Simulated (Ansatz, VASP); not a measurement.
Two plane-wave programs on CaS

Contents of INCAR:

```
PREC = Accurate
ENCUT = 500
EDIFF = 1E-6
ISMEAR = 0
SIGMA = 0.1
LREAL = F
LASPH = T
NELM = 200
ALGO = Normal
ISIF = 2
LWAVE = F
LCHARG = F
ISPIN = 2
MAGMOM = 0 0.5
LORBIT = 11
GGA = PE
NBANDS = 19
GGA_COMPAT = F
```

The input KPOINTS:

```
Automatic mesh
0
Gamma
  8 8 8
```

POSCAR

```
CaS
1.0
    0.0000000000      2.8523742917      2.8523742917
    2.8523742917      0.0000000000      2.8523742917
    2.8523742917      2.8523742917      0.0000000000
Ca S
1 1
Direct
    0.0000000000      0.0000000000      0.0000000000
    0.5000000000      0.5000000000      0.5000000000
```

Input for Ansatz:

```yaml
crystal:
  lattice:
    - [0.0, 2.8523742917, 2.8523742917]
    - [2.8523742917, 0.0, 2.8523742917]
    - [2.8523742917, 2.8523742917, 0.0]
  atoms:
    - { symbol: Ca, position: [0.0, 0.0, 0.0] }
    - { symbol: S, position: [0.5, 0.5, 0.5], spin: 0.5 }
basis:
  ecutwfc: 420
kpoints:
  mp_grid: { grid: [8, 8, 8] }
hamiltonian:
  xc: pbe
scf:
  occupations: { method: gaussian, width: 0.1 }
  lower_state_search: "off"
output:
  forces: true
  stress: true
  eigenvalues: true
  populations: true
magnetization:
  spin_polarized: true
```

Alike in both runs: task single point; functional PBE; k mesh 8 × 8 × 8; occupations gaussian, width 0.1 eV; collinear spin.

|  | VASP | Ansatz |
| --- | --- | --- |
| version | VASP 6.6.1 | Ansatz 0.2.0 |
| potentials or method | VASP PAW PBE potentials, release 64 (Ca_sv, S), cutoff 500 eV | scalar-relativistic, plane waves, PAW |
| valence electrons in the cell | 16 | 16 |

```tsv
	VASP	Ansatz	Ansatz less VASP
gap on the k mesh at the Fermi level (eV)	2.37	2.37	+0.005
least direct gap on the mesh (eV)	3.17	3.18	+0.005
pressure (GPa)	0.4	0.2	-0.15
net moment per atom (μB)	0.00	0.00	0.000
```

Ansatz's warnings: seeded moment not kept.
